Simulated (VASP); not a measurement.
# Si23BHO48 (a cell with a defect) in VASP: single point with r2SCAN

Aim: the single point of Si23BHO48 (a cell with a defect) with r2SCAN.

All numbers are computed with VASP 6.6.1; they aren't measurements. Logs are shortened: lines on timing, memory, paths and dates and some standing lists are left out, and cuts for length are marked.

### 1 The cell of the first run

The cell holds a defect, 73 atoms: a = 9.832 Å, b = 9.832 Å, c = 10.818 Å, α = 90.00°, β = 90.00°, γ = 120.00°.

### 2 Single point, r2SCAN

Contents of POSCAR:

```
Si23BHO48
1.0
    9.8316000000      0.0000000000      0.0000000000
   -4.9158000000      8.5144150000      0.0000000000
    0.0000000000      0.0000000000     10.8182000000
Si O B H
23 48 1 1
Direct
    0.2682290000      0.0041718000      0.1639470000
    0.0000419700      0.2690480000      0.3312520000
    0.2345810000      0.2388140000      0.9992169500
    0.2663640000      0.9994494800      0.6658110000
    0.0037187000      0.2752940000      0.8254920000
    0.2291880000      0.2355890000      0.5009980000
    0.2678410000      0.5043800000      0.1674020000
    0.0054002000      0.7649400000      0.3344690000
    0.2355440000      0.7365270000      0.9970162000
    0.9994333000      0.7682690000      0.8330030000
    0.2345420000      0.7272200000      0.5043750000
    0.7676810000      0.0031387000      0.1642910000
    0.4997400000      0.2711420000      0.3352430000
    0.7383070000      0.2360250000      0.9973402000
    0.7656790000      0.9990050100      0.6662080000
    0.5006720000      0.2670030000      0.8323050000
    0.7317830000      0.2317290000      0.4997020000
    0.7692830000      0.4995240000      0.1682130000
    0.5029580000      0.7706940000      0.3329030000
    0.7377430000      0.7364660000      0.0043890000
    0.7664360000      0.5001850000      0.6650230000
    0.5051040000      0.7661840000      0.8361290000
    0.7383950000      0.7359980000      0.4982830000
    0.0650810000      0.1966730000      0.4352890000
    0.2961170000      0.3679790000      0.1099470000
    0.1388510000      0.4355990000      0.2784400000
    0.2006630000      0.0720440000      0.0571040000
    0.3688980000      0.3046670000      0.3975600000
    0.4295230000      0.1446270000      0.2225190000
    0.0764740000      0.2198660000      0.9368520000
    0.2657930000      0.3608940000      0.6120310000
    0.1292230000      0.4361110000      0.7554390000
    0.2088110000      0.0726130000      0.5565090000
    0.3677450000      0.2985180000      0.8915210000
    0.4312780000      0.1353170000      0.7239080000
    0.0708240000      0.7003200000      0.4446930000
    0.3036730000      0.8744690000      0.1016230000
    0.1416880000      0.9283100000      0.2756650000
    0.2046420000      0.5730290000      0.0586040000
    0.3659770000      0.7941860000      0.3946850000
    0.4334420000      0.6411710000      0.2224720000
    0.0694980000      0.7086080000      0.9431070000
    0.2930170000      0.8603700000      0.6122860000
    0.1345420000      0.9328460000      0.7748920000
    0.2085470000      0.5632030000      0.5589770000
    0.3605280000      0.7874410000      0.8835680000
    0.4495220000      0.6291560000      0.7294920000
    0.5676560000      0.2039700000      0.4418970000
    0.7948430000      0.3611670000      0.1110220000
    0.6392540000      0.4347030000      0.2784360000
    0.7082790000      0.0683070000      0.0499470000
    0.8651170000      0.2973260000      0.3919630000
    0.9313520000      0.1447900000      0.2176250000
    0.5739180000      0.2090870000      0.9404320000
    0.7912110000      0.3600240000      0.6117230000
    0.6294940000      0.4346160000      0.7713590000
    0.7035700000      0.0662460000      0.5552370000
    0.8691320000      0.3038760000      0.8877120000
    0.9297690000      0.1360550000      0.7225780000
    0.5762810000      0.7096640000      0.4389020000
    0.8013080000      0.8667600000      0.1142090000
    0.6361440000      0.9367190000      0.2736410000
    0.7098350000      0.5704070000      0.0580710000
    0.8721120000      0.7983620000      0.3913170000
    0.9351900000      0.6344020000      0.2246570000
    0.5721020000      0.7119700000      0.9524140000
    0.7960730000      0.8630320000      0.6106300000
    0.6353980000      0.9323980000      0.7763440000
    0.7074200000      0.5692080000      0.5537850000
    0.8628480000      0.7964410000      0.8906240000
    0.9292490000      0.6356320000      0.7246750000
    0.2111660000      0.4620010000      0.6454440000
    0.4755676100      0.5672158100      0.7412001100
```

Contents of INCAR.step1:

```
SYSTEM = Si23BHO48
  PREC = Accurate
  ENCUT = 520
  ISMEAR = 0
  SIGMA = 0.02
  LREAL = Auto
  LASPH = .TRUE.
  NELM = 80
  NBANDS = 234
  GGA = PE
  ALGO = Normal
  EDIFF = 1E-4
  LWAVE = .TRUE.
  LCHARG = .FALSE.
```

Contents of INCAR.step2:

```
SYSTEM = Si23BHO48
  PREC = Accurate
  ENCUT = 520
  EDIFF = 1E-6
  ISMEAR = 0
  SIGMA = 0.02
  LREAL = Auto
  LASPH = .TRUE.
  NELM = 80
  ALGO = Normal
  ISIF = 2
  LWAVE = .FALSE.
  LCHARG = .FALSE.
  METAGGA = R2SCAN
  LMIXTAU = .TRUE.
  NBANDS = 234
  ISTART = 1
```

Contents of KPOINTS:

```
regular mesh
0
G
  1 1 1
  0 0 0
```

Potentials or basis: VASP PAW PBE potentials, release 64 (Si, O, B, H).

On the command line:

```sh
cat potpaw_PBE.64/Si/POTCAR potpaw_PBE.64/O/POTCAR potpaw_PBE.64/B/POTCAR potpaw_PBE.64/H/POTCAR > POTCAR
cp INCAR.step1 INCAR
mpirun -np 1 vasp_gam > vasp.out
cp INCAR.step2 INCAR
mpirun -np 1 vasp_gam > vasp.out
```

OUTCAR:

```text
SYSTEM = Si23BHO48
   PREC = Accurate
   ENCUT = 520
   EDIFF = 1E-6
   ISMEAR = 0
   LREAL = Auto
   LASPH = .TRUE.
   NELM = 80
   ISIF = 2
   METAGGA = R2SCAN
   ISTART = 1

 ion  position               nearest neighbor table
   1  0.268  0.004  0.164-  29 1.62  38 1.62  37 1.63  27 1.63   3 3.06   9 3.07  13 3.09   8 3.09

   2  0.000  0.269  0.331-  53 1.62  26 1.62  24 1.62  52 1.62   6 3.05   7 3.06  12 3.06  17 3.07

   3  0.235  0.239  0.999-  30 1.62  27 1.63  25 1.63  34 1.63   1 3.06   7 3.06  16 3.08   5 3.10
[... 83 lines left out ...]
  70  0.863  0.796  0.891-  10 1.62  20 1.63
  71  0.929  0.636  0.725-  21 1.62  10 1.63
  72  0.211  0.462  0.645-  45 1.38  32 1.39  31 1.39
  73  0.476  0.567  0.741-  47 0.78

  LATTYP: Found a hexagonal cell.
 ALAT       =     9.8316000000
 C/A-ratio  =     1.1003498922

  Lattice vectors:

 A1 = (   9.8316000000,   0.0000000000,   0.0000000000)
 A2 = (  -4.9158000000,   8.5144150000,   0.0000000000)
 A3 = (   0.0000000000,   0.0000000000,  10.8182000000)

Analysis of symmetry for initial positions (statically):
=====================================================================
 Subroutine PRICEL returns:
 Original cell was already a primitive cell.

 Routine SETGRP: Setting up the symmetry group for a
 hexagonal supercell.

 Subroutine GETGRP returns: Found  1 space group operations
 (whereof  1 operations were pure point group operations)
 out of a pool of 24 trial point group operations.

The static configuration has the point symmetry C_1 .

Analysis of symmetry for dynamics (positions and initial velocities):
=====================================================================
 Subroutine PRICEL returns:
 Original cell was already a primitive cell.

 Routine SETGRP: Setting up the symmetry group for a
 hexagonal supercell.

 Subroutine GETGRP returns: Found  1 space group operations
 (whereof  1 operations were pure point group operations)
 out of a pool of 24 trial point group operations.

The dynamic configuration has the point symmetry C_1 .

 Subroutine INISYM returns: Found  1 space group operations
 (whereof  1 operations are pure point group operations),
 and found     1 'primitive' translations

----------------------------------------------------------------------------------------

[... 214 lines left out ...]
   IBRION =     -1    ionic relax: 0-MD 1-quasi-New 2-CG
   NFREE  =      0    steps in history (QN), initial steepest desc. (CG)
   ISIF   =      2    stress and relaxation
   ISYM   =      2    0-nonsym 1-usesym 2-fastsym
   POTIM  = 0.5000    time-step for ionic-motion
   TEBEG  =    0.0;   TEEND  =   0.0 temperature during run
   PSTRESS=    0.0 pullay stress
   NELECT =     384.0000    total number of electrons
   NUPDOWN=      -1.0000    fix difference up-down
   EMIN   =  10.00;   EMAX   =-10.00  energy-range for DOS
   EFERMI =   0.00;   METHOD = LEGACY
   ISMEAR =     0;   SIGMA  =   0.02  broadening in eV -4-tet -1-fermi 0-gaus
   EFERMI_NEDOS =   21; number of points for ismear=-14 and -15
   IALGO  =     38    algorithm
   IMIX   =      4    mixing-type and parameters
     AMIX     =   0.40;   BMIX     =  1.00
     AMIX_MAG =   1.60;   BMIX_MAG =  1.00
  volume/ion in A,a.u.               =      12.41        83.72
  Fermi-wavevector in a.u.,A,eV,Ry     =   1.229912  2.324196 20.581296  1.512683
  Thomas-Fermi vector in A             =   2.364781
   LORBIT       =      0    0 simple, 1 ext, 2 COOP (PROOUT), +10 PAW based schemes
   METAGGA = R2SCAN    functional components
   LHFCALC =     F    Hartree Fock is set to
   AEXX    =    0.0000 exact exchange contribution
   IVDW    =     0    specifies the selected vdW correction
   LEPSILON=     F    determine dielectric tensor
   LRPA    =     F    only Hartree local field effects (RPA)
 non-spin polarized calculation
 Gauss-broadening in eV      SIGMA  =   0.02
  energy-cutoff  :      520.00
  volume of cell :      905.60
 maximum number of plane-waves:     12195
 NGX is ok and might be reduce to    80
   NGX = 37   NGY = 37   NGZ = 41

 number of electron     384.0000011 magnetization

 Free energy of the ion-electron system (eV)
  ---------------------------------------------------
  ext. energy  EPLUGINS =         0.00000000
  ---------------------------------------------------
  free energy    TOTEN  =      -713.93238540 eV

  energy without entropy =     -713.93238540  energy(sigma->0) =     -713.93238540

 E-fermi :   0.8871     XC(G=0):  -9.7344

 val. band max:        0.7167456789   @ k =   0.0000   0.0000   0.0000
 cond. band min:       7.0626956212   @ k =   0.0000   0.0000   0.0000
 fundamental gap:      6.3459499423
 Fermi energy:         0.8870897055

 k-point     1 :       0.0000    0.0000    0.0000
  band No.  band energies     occupation
      1     -20.2706      2.00000
      2     -19.7214      2.00000
      3     -19.3394      2.00000
      4     -19.3150      2.00000
      5     -19.2887      2.00000
      6     -19.2614      2.00000
[... 196 lines left out ...]
    203      10.1495      0.00000
    204      10.1984      0.00000
 [bands above 204 left out]

------------------------ aborting loop because EDIFF is reached ----------------------------------------

  FORCE on cell =-STRESS in cart. coord.  units (eV):
  Direction    XX          YY          ZZ          XY          YZ          ZX
  --------------------------------------------------------------------------------------
  -------------------------------------------------------------------------------------
  Total       -8.9248028    -12.3372104    -17.5365006     -4.0051767      0.4047333      4.5626129
  in kB      -15.7897476    -21.8269741    -31.0255505     -7.0859527      0.7160535      8.0721679
  external PRESSURE =     -22.8807574 kB  Pullay stress =       0.0000000 kB

 VOLUME and BASIS-vectors are now :
 -----------------------------------------------------------------------------
  energy-cutoff  :      520.00
  volume of cell :      905.60
      direct lattice vectors                 reciprocal lattice vectors
     9.831600000  0.000000000  0.000000000     0.101712844  0.058723941  0.000000000
    -4.915800000  8.514415000  0.000000000     0.000000000  0.117447881  0.000000000
     0.000000000  0.000000000 10.818200000     0.000000000  0.000000000  0.092436819

 POSITION                                       TOTAL-FORCE (eV/Angst)
 -----------------------------------------------------------------------------------
      2.61661      0.03552      1.77361         0.027960      0.018590      0.006927
     -1.32217      2.29079      3.58355        -0.019911      0.026256     -0.015719
      1.13234      2.03336     10.80973         0.019869     -0.008706     -0.050751
     -2.29431      8.50973      7.20288         0.056236      0.022808      0.019896
     -1.31673      2.34397      8.93034        -0.035624      0.008888      0.032514
      1.09518      2.00590      5.41990         0.001027     -0.066513     -0.005256
[... 65 lines left out ...]
     -0.19500      3.93367      6.98254        -0.138784     -0.074164     -0.104568
      1.88727      4.82951      8.01845        14.356078    -13.790008      2.938817
 -----------------------------------------------------------------------------------
    total drift:                               -0.003068      0.016248     -0.016935

  FREE ENERGIE OF THE ION-ELECTRON SYSTEM (eV)
  ---------------------------------------------------
  free  energy   TOTEN  =      -713.9323853972 eV

  energy  without entropy=     -713.9323853972  energy(sigma->0) =     -713.93238540
```

Run time: 21 min. Hardware: 1 thread of Intel Xeon Platinum 8259CL at 2.50GHz (Skylake/Cascade Lake), shared host; peak memory 1.1 GiB.

Results:

```yaml
Free_energy: -713.9324 eV
Pressure: -2.3 GPa
Largest_force: 20.122 eV/Å
Band_gap_on_the_k_mesh: 6.35 eV
```

Forces in eV/Å, atoms in the order of the input:
```
Si    0.028   0.019   0.007
Si   -0.020   0.026  -0.016
Si    0.020  -0.009  -0.051
Si    0.056   0.023   0.020
Si   -0.036   0.009   0.033
Si    0.001  -0.067  -0.005
Si    0.044  -0.011   0.002
Si   -0.016   0.038   0.004
Si   -0.050  -0.043  -0.004
Si   -0.013   0.012  -0.028
Si   -0.013  -0.011   0.011
Si    0.049   0.028  -0.003
Si    0.007   0.037   0.006
Si   -0.065  -0.024  -0.024
Si    0.055   0.041  -0.027
Si   -0.048   0.189  -0.066
Si   -0.039  -0.010   0.024
Si    0.038  -0.003   0.001
Si   -0.029   0.018   0.023
Si    0.048  -0.045   0.017
Si   -0.075  -0.054   0.105
Si   -0.268   0.294   0.044
Si    0.011  -0.076  -0.026
O     0.091   0.292  -0.093
O    -0.271  -0.001  -0.136
O     0.135  -0.220  -0.155
O     0.164   0.212   0.141
O     0.079  -0.257   0.110
O    -0.240  -0.008   0.145
O     0.100   0.199  -0.134
O    -0.149  -0.053  -0.193
O     0.103  -0.288  -0.033
O     0.109   0.215   0.141
O     0.071  -0.264   0.181
O    -0.267  -0.011   0.126
O     0.124   0.232  -0.140
O    -0.271  -0.057  -0.118
O     0.120  -0.206  -0.151
O     0.163   0.221   0.122
O     0.130  -0.236   0.112
O    -0.258   0.015   0.149
O     0.126   0.234  -0.146
O    -0.252  -0.011  -0.156
O     0.150  -0.225  -0.133
O     0.013   0.182   0.057
O     0.186  -0.212   0.163
O   -14.197  13.895  -2.584
O     0.113   0.242  -0.137
O    -0.238   0.004  -0.149
O     0.136  -0.218  -0.145
O     0.135   0.215   0.172
O     0.124  -0.243   0.126
O    -0.248  -0.009   0.166
O     0.133   0.206  -0.117
O    -0.221  -0.017  -0.192
O     0.297  -0.267  -0.134
O     0.149   0.204   0.158
O     0.125  -0.247   0.127
O    -0.262   0.040   0.110
O     0.109   0.242  -0.122
O    -0.290  -0.032  -0.177
O     0.161  -0.223  -0.140
O     0.125   0.231   0.151
O     0.104  -0.246   0.143
O    -0.265   0.020   0.144
O     0.074   0.166  -0.307
O    -0.274  -0.015  -0.138
O     0.165  -0.302  -0.131
O     0.130   0.256   0.129
O     0.100  -0.222   0.170
O    -0.243   0.050   0.135
B    -0.139  -0.074  -0.105
H    14.356 -13.790   2.939
```

Caveat: the k points lie up to 0.74 Å⁻¹ apart; the PAW data sets were made with another functional, which shifts forces and pressure a little.
